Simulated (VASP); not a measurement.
Set up this calculation in VASP 6.6.1, as the native input.

```
Task                   : single point
Functional             : PBE
Potentials or basis    : VASP PAW PBE potentials, release 64 (Tl_d)
Cutoff                 : 520 eV
k mesh                 : 6 × 6 × 6
Occupations            : fermi-dirac, width 0.1 eV
Spin                   : no spin polarisation
Dipole correction      : no
Further INCAR settings : ALGO = Normal; EDIFF = 1e-07; NBANDS = 62
```

The structure of Tl lies in POSCAR:

```
Tl
1.0
    6.3337871668      0.0000000000      0.0000000000
    0.0000000000      6.3337871668      0.0000000000
    0.0000000000      0.0000000000      6.3337871668
Tl
8
Direct
    1.0000000000      1.0000000000      0.0000000000
    0.5000000000      0.5000000000      0.5000000000
    0.2500000000      1.0000000000      0.5000000000
    0.7500000000      1.0000000000      0.5000000000
    0.5000000000      0.2500000000      0.0000000000
    0.5000000000      0.7500000000      0.0000000000
    0.0000000000      0.5000000000      0.2500000000
    0.0000000000      0.5000000000      0.7500000000
```

One way to write it, as run:

INCAR

```
PREC = Accurate
ENCUT = 520
EDIFF = 1E-7
ISMEAR = -1
SIGMA = 0.1
LREAL = False
LASPH = True
NELM = 100
ALGO = Normal
ISIF = 2
LWAVE = False
LCHARG = False
GGA = PE
NBANDS = 62
```

KPOINTS

```
Automatic mesh
0
Gamma
  6 6 6
```

Potentials or basis: VASP PAW PBE potentials, release 64 (Tl_d).

Command:

```sh
$ cat potpaw_PBE.64/Tl_d/POTCAR > POTCAR
$ mpirun -np 1 vasp_std > vasp.out
```

It gave:

The pressure is 0.2 GPa. The band gap on the k mesh is zero (bands 52 and 53 overlap by 2.28 eV).

Caveat: spin-orbit coupling is left out, which moves the levels of the heavy elements.

Wall time 7.4 min on 1 thread of Intel Xeon 8259CL, with other jobs on the host, peak memory 0.45 GiB.
